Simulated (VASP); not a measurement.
# Hg (R-3m) in VASP: notebook, part 2 of 2

VASP 6.6.1.

### Step 4. Relaxation of cell and atoms, PBE

Input file INCAR:

```
SYSTEM = Hg
ALGO     = Normal         ! electronic algorithm
EDIFF    = 1E-7           ! SCF threshold, eV
EDIFFG   = -0.01          ! ionic threshold
ENCUT    = 500            ! plane-wave cutoff, eV
GGA      = PE             ! functional
GGA_COMPAT= .False.      
IBRION   = 2              ! ionic algorithm
ISIF     = 3              ! what is computed and relaxed
ISMEAR   = 0              ! smearing method
LASPH    = .True.         ! aspherical terms in the spheres
LCHARG   = .False.        ! write CHGCAR
LREAL    = .False.        ! projectors in reciprocal space
LWAVE    = .False.        ! write WAVECAR
NELM     = 120            ! most SCF steps
NELMIN   = 4            
NSW      = 50             ! ionic steps
PREC     = Accurate       ! precision mode
SIGMA    = 0.05           ! smearing width, eV
```

Input file KPOINTS:

```
k-points
0
Gamma
  14 14 14
  0 0 0
```

Input file POSCAR:

```
Hg
1.0
    2.0112465469      1.1611937353      2.0603613927
   -2.0112465469      1.1611937353      2.0603613927
    0.0000000000     -2.3223874706      2.0603613927
Hg
1
Direct
    0.0000000000      0.0000000000      0.0000000000
```

Potentials or basis: VASP PAW PBE potentials, release 64 (Hg).

Command:

```sh
$ cat potpaw_PBE.64/Hg/POTCAR > POTCAR
$ mpirun -np 1 vasp_std > vasp.out
```

OUTCAR:

```text
SYSTEM = Hg
   EDIFF = 1E-7
   EDIFFG = -0.01
   ENCUT = 500
   GGA = PE
   IBRION = 2
   ISIF = 3
   ISMEAR = 0
   LASPH = .True.
   LREAL = .False.
   NELM = 120
   NELMIN = 4
   NSW = 50
   PREC = Accurate

 ion  position               nearest neighbor table
   1  0.000  0.000  0.000-

  LATTYP: Found a trigonal (rhomboedric) cell.
 ALAT       =     3.1046050686
 COS(alpha) =     0.1606407241

  Lattice vectors:

 A1 = (   2.0112465469,   1.1611937353,   2.0603613927)
 A2 = (  -2.0112465469,   1.1611937353,   2.0603613927)
 A3 = (   0.0000000000,  -2.3223874706,   2.0603613927)

Analysis of symmetry for initial positions (statically):
=====================================================================
 Subroutine PRICEL returns:
 Original cell was already a primitive cell.

 Routine SETGRP: Setting up the symmetry group for a
 trigonal (rhombohedral) supercell.

 Subroutine GETGRP returns: Found 12 space group operations
 (whereof 12 operations were pure point group operations)
 out of a pool of 12 trial point group operations.

The static configuration has the point symmetry D_3d.

Analysis of symmetry for dynamics (positions and initial velocities):
=====================================================================
 Subroutine PRICEL returns:
 Original cell was already a primitive cell.

 Routine SETGRP: Setting up the symmetry group for a
 trigonal (rhombohedral) supercell.

 Subroutine GETGRP returns: Found 12 space group operations
 (whereof 12 operations were pure point group operations)
 out of a pool of 12 trial point group operations.

The dynamic configuration has the point symmetry D_3d.

 Subroutine INISYM returns: Found 12 space group operations
 (whereof 12 operations are pure point group operations),
 and found     1 'primitive' translations

----------------------------------------------------------------------------------------

                                     Primitive cell

  volume of cell :      28.8712

  direct lattice vectors                    reciprocal lattice vectors
     2.011246547  1.161193735  2.060361393     0.248602043  0.143530456  0.161783915
    -2.011246547  1.161193735  2.060361393    -0.248602043  0.143530456  0.161783915
     0.000000000 -2.322387471  2.060361393     0.000000000 -0.287060913  0.161783915

  length of vectors
     3.104605069  3.104605069  3.104605069     0.329511764  0.329511764  0.329511764

  position of ions in fractional coordinates (direct lattice)
     0.000000000  0.000000000  0.000000000

  ion indices of the primitive-cell ions
   primitive index   ion index
                 1           1

----------------------------------------------------------------------------------------

 KPOINTS: k-points

Automatic generation of k-mesh.
 Grid dimensions read from file:
 generate k-points for:   14   14   14

[... 24 lines left out ...]
  0.285714  0.000000  0.000000      6.000000
  0.357143 -0.000000  0.000000      6.000000
[... 16 lines left out ...]
  0.214286  0.142857  0.000000     12.000000
  0.285714  0.142857  0.000000     12.000000
 [... further k-points ...]
   k-points           NKPTS =    288   k-points in BZ     NKDIM =    288   number of bands    NBANDS=     10
   number of dos      NEDOS =    301   number of ions     NIONS =      1
   total plane-waves  NPLWV =  13824
   dimension x,y,z NGX =    24 NGY =   24 NGZ =   24
   dimension x,y,z NGXF=    48 NGYF=   48 NGZF=   48
   ions per type =               1
   NGX,Y,Z   is equivalent  to a cutoff of  12.85, 12.85, 12.85 a.u.
   NGXF,Y,Z  is equivalent  to a cutoff of  25.70, 25.70, 25.70 a.u.
 SYSTEM =  Hg
   PREC   = accura    normal or accurate (medium, high low for compatibility)
   ISTART =      0    job   : 0-new  1-cont  2-samecut
   ICHARG =      2    charge: 1-file 2-atom 10-const
   ISPIN  =      1    spin polarized calculation?
   LNONCOLLINEAR =      F non collinear calculations
   LSORBIT =      F    spin-orbit coupling
   LASPH  =      T    aspherical Exc in radial PAW
   ENCUT  =  500.0 eV  36.75 Ry    6.06 a.u.   5.66  5.66  5.66*2*pi/ulx,y,z
   NELM   =    120;   NELMIN=  4; NELMDL= -5     # of ELM steps
   EDIFF  = 0.1E-06   stopping-criterion for ELM
   LREAL  =      F    real-space projection
   EDIFFG = -.1E-01   stopping-criterion for IOM
   NSW    =     50    number of steps for IOM
   IBRION =      2    ionic relax: 0-MD 1-quasi-New 2-CG
   NFREE  =      1    steps in history (QN), initial steepest desc. (CG)
   ISIF   =      3    stress and relaxation
   ISYM   =      2    0-nonsym 1-usesym 2-fastsym
   POTIM  = 0.5000    time-step for ionic-motion
   TEBEG  =    0.0;   TEEND  =   0.0 temperature during run
   PSTRESS=    0.0 pullay stress
   NELECT =      12.0000    total number of electrons
   NUPDOWN=      -1.0000    fix difference up-down
   EMIN   =  10.00;   EMAX   =-10.00  energy-range for DOS
   EFERMI =   0.00;   METHOD = LEGACY
   ISMEAR =     0;   SIGMA  =   0.05  broadening in eV -4-tet -1-fermi 0-gaus
   EFERMI_NEDOS =   21; number of points for ismear=-14 and -15
   IALGO  =     38    algorithm
   IMIX   =      4    mixing-type and parameters
     AMIX     =   0.40;   BMIX     =  1.00
     AMIX_MAG =   1.60;   BMIX_MAG =  1.00
  volume/ion in A,a.u.               =      28.87       194.83
  Fermi-wavevector in a.u.,A,eV,Ry     =   1.221744  2.308762 20.308864  1.492659
  Thomas-Fermi vector in A             =   2.356916
   LORBIT       =      0    0 simple, 1 ext, 2 COOP (PROOUT), +10 PAW based schemes
   GGA     = PE    functional components
   LHFCALC =     F    Hartree Fock is set to
   AEXX    =    0.0000 exact exchange contribution
   IVDW    =     0    specifies the selected vdW correction
   LEPSILON=     F    determine dielectric tensor
   LRPA    =     F    only Hartree local field effects (RPA)
 conjugate gradient relaxation of ions
 non-spin polarized calculation
 Gauss-broadening in eV      SIGMA  =   0.05
  energy-cutoff  :      500.00
  volume of cell :       28.87
 maximum number of plane-waves:       754
   NGX = 11   NGY = 11   NGZ = 11

--------------------------------------- Ionic step        1  -------------------------------------------

 number of electron      12.0000006 magnetization

 Free energy of the ion-electron system (eV)
  ---------------------------------------------------
  ext. energy  EPLUGINS =         0.00000000
  ---------------------------------------------------
  free energy    TOTEN  =        -0.16260226 eV

  energy without entropy =       -0.16215988  energy(sigma->0) =       -0.16238107

------------------------ aborting loop because EDIFF is reached ----------------------------------------

  FORCE on cell =-STRESS in cart. coord.  units (eV):
  Direction    XX          YY          ZZ          XY          YZ          ZX
  --------------------------------------------------------------------------------------
  -------------------------------------------------------------------------------------
  Total        0.0458897      0.0458897     -0.0196806      0.0000000      0.0000000     -0.0000000
  in kB        2.5466023      2.5466023     -1.0921555      0.0000000      0.0000000     -0.0000000
  external PRESSURE =       1.3336830 kB  Pullay stress =       0.0000000 kB
[... 267 lines left out ...]
--------------------------------------- Ionic step        9  -------------------------------------------

 number of electron      12.0000003 magnetization

 Free energy of the ion-electron system (eV)
  ---------------------------------------------------
  ext. energy  EPLUGINS =         0.00000000
  ---------------------------------------------------
  free energy    TOTEN  =        -0.16382519 eV

  energy without entropy =       -0.16339414  energy(sigma->0) =       -0.16360967

 E-fermi :   1.2781     XC(G=0):  -9.6043

 val. band max:        1.2456525360   @ k =  -0.2143   0.5000   0.0714
 cond. band min:       1.2802540539   @ k =  -0.4286   0.3571   0.3571
 fundamental gap:      0.0346015179
 Fermi energy:         1.2780589134

 k-point     1 :       0.0000    0.0000    0.0000
  band No.  band energies     occupation
      1      -6.4087      2.00000
      2      -6.1806      2.00000
      3      -6.1806      2.00000
      4      -4.5831      2.00000
      5      -4.5831      2.00000
      6      -4.5393      2.00000
      7      11.0795      0.00000
      8      11.0795      0.00000
      9      11.3264      0.00000
     10      14.4076      0.00000
[... 287 lines left out ...]
 k-point    24 :       0.2857    0.1429    0.0000
  band No.  band energies     occupation
      1      -6.0699      2.00000
      2      -5.7138      2.00000
      3      -5.1281      2.00000
      4      -4.8203      2.00000
      5      -4.6325      2.00000
      6      -4.3005      2.00000
      7       5.1566      0.00000
      8      10.5683      0.00000
      9      12.5283      0.00000
     10      14.9582      0.00000

 [... further k-points ...]
[... 5 lines left out ...]
  --------------------------------------------------------------------------------------
  -------------------------------------------------------------------------------------
  Total       -0.0006199     -0.0006199      0.0006638      0.0000000      0.0000000      0.0000000
  in kB       -0.0337826     -0.0337826      0.0361792      0.0000000      0.0000000      0.0000000
  external PRESSURE =      -0.0104620 kB  Pullay stress =       0.0000000 kB
[... 16 lines left out ...]
  FREE ENERGIE OF THE ION-ELECTRON SYSTEM (eV)
  ---------------------------------------------------
  free  energy   TOTEN  =        -0.1638251923 eV

  energy  without entropy=       -0.1633941444  energy(sigma->0) =       -0.16360967

 reached required accuracy - stopping structural energy minimisation
```

Run time: 5.5 min. Hardware: 1 thread of Intel Xeon 8259CL, shared host; peak memory 0.22 GiB.

What came out:

* Free energy: -0.1638 eV
* Relaxed volume: 29.40 Å³/atom
* Relaxed cell: a = 3.109 Å, b = 3.109 Å, c = 3.109 Å, α = 82.75°, β = 82.75°, γ = 82.75°
* Space group after relaxing (to 0.05 Å): R-3m (No. 166)
* Energy gained by relaxing: 1.2 meV/atom
* Ionic steps: 9
* Pressure after relaxing: 0.0 GPa
* Band gap on the k mesh: zero (band 6 reaches 3.99 eV, above the bottom of band 7 at 0.03 eV)

Step by step:
```tsv
step	energy change (eV)	largest force (eV/Å)	pressure (GPa)	volume (Å³)
1	0.0000	0.0000	0.13	28.87
2	-0.0002	0.0000	0.08	28.97
3	-0.0006	0.0000	-0.02	29.27
4	-0.0006	0.0000	-0.30	29.88
5	-0.0008	0.0000	-0.16	29.56
6	-0.0010	0.0000	-0.11	29.52
7	-0.0012	0.0000	-0.05	29.45
8	-0.0011	0.0000	0.09	29.31
9	-0.0012	0.0000	0.00	29.40
```

Final structure:
```yaml
crystal:
  lattice:
    - [2.05528, 1.18662, 2.00899]
    - [-2.05528, 1.18662, 2.00899]
    - [0.00000, -2.37323, 2.00899]
  atoms:
    - { symbol: Hg, position: [0.00000, 0.00000, 0.00000] }
```

Levels at points of the mesh, in eV from the Fermi level:
```csv
k point,band 2,band 3,band 4,band 5,band 6,band 7,band 8,band 9,band 10
"(0.00, 0.00, 0.00)",-7.46,-7.46,-5.86,-5.86,-5.82,9.80,9.80,10.05,13.13
"(0.50, 0.00, 0.00)",-7.24,-6.32,-6.19,-5.81,-2.80,-1.25,12.13,12.15,15.66
"(0.50, 0.50, 0.00)",-7.19,-6.20,-6.19,-5.33,0.20,0.96,2.61,7.47,13.54
"(0.50, 0.50, 0.50)",-6.98,-6.98,-5.31,-5.31,2.71,3.12,5.71,5.71,9.27
```

Caveat: spin-orbit coupling is left out, which moves the levels of the heavy elements.

### Step 5. The runs side by side

```csv
task,cell,k mesh,gap on the mesh (eV),pressure (GPa)
single point,"a = 3.105 Å, angles 80.8°, 1 atom",16 × 16 × 16,none,0.2
single point,"a = 3.095 Å, angles 82.6°, 1 atom",14 × 14 × 14,none,0.2
relaxation of cell and atoms,"relaxed from a = 3.105 Å, angles 80.8°, 1 atom",14 × 14 × 14,none,0.0
```

Alike in all rows: level PBE; potentials or basis VASP PAW PBE potentials, release 64 (Hg); no spin polarisation; cutoff (eV) 500; smearing gaussian 0.05 eV.

Caveats: spin-orbit coupling is left out, which moves the levels of the heavy elements.

Absolute energies hang on the potentials; compare differences alone.
